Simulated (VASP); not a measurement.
Here is a VASP 6.6.1 calculation.

File INCAR:

```
ALGO     = Normal         # electronic algorithm
EDIFF    = 1E-7           # SCF threshold, eV
EDIFFG   = -0.01          # ionic threshold
ENCUT    = 500            # plane-wave cutoff, eV
GGA      = CA             # functional
GGA_COMPAT= F            
IBRION   = 2              # ionic algorithm
ISIF     = 3              # what is computed and relaxed
ISMEAR   = -1             # smearing method
LASPH    = T              # aspherical terms in the spheres
LCHARG   = F              # write CHGCAR
LREAL    = F              # projectors in reciprocal space
LWAVE    = F              # write WAVECAR
NELM     = 120            # most SCF steps
NELMIN   = 4            
NSW      = 60             # ionic steps
PREC     = Accurate       # precision mode
SIGMA    = 0.05           # smearing width, eV
```

Contents of KPOINTS:

```
k-points
0
Gamma
  4 8 1
```

Contents of POSCAR:

```
Te2Mo
1.0
    6.3616090156      0.0000000000      0.0000000000
    0.0000000000      3.4804030600      0.0000000000
   -0.0857412231      0.0000000000     36.1758904685
Te Mo
4 2
Direct
    0.4292511000      0.7500000000      0.5407035800
    0.5707489000      0.2500000000      0.4592964200
    0.9208478700      0.2500000000      0.5565273200
    0.0791521300      0.7500000000      0.4434726800
    0.1813475600      0.2500000000      0.4974653700
    0.8186524400      0.7500000000      0.5025346300
```

Potentials or basis: VASP PAW LDA potentials, release 64 (Te, Mo_sv).

Command:

```sh
$ cat potpaw_LDA.64/Te/POTCAR potpaw_LDA.64/Mo_sv/POTCAR > POTCAR
$ mpirun -np 1 vasp_std > vasp.out
```

(1) What does it give for the band gap on the k mesh?

(2) Predict the space group after relaxing (to 0.1 Å).

(3) Estimate the relaxed cell.

## Answers

(1) zero (bands 26 and 27 overlap by 0.54 eV).

(2) P2_1/m (No. 11).

(3) a = 6.283 Å, b = 3.358 Å, c = 36.144 Å, α = 90.00°, β = 89.74°, γ = 90.00°.

Caveat: spin-orbit coupling is left out, which moves the levels of the heavy elements.
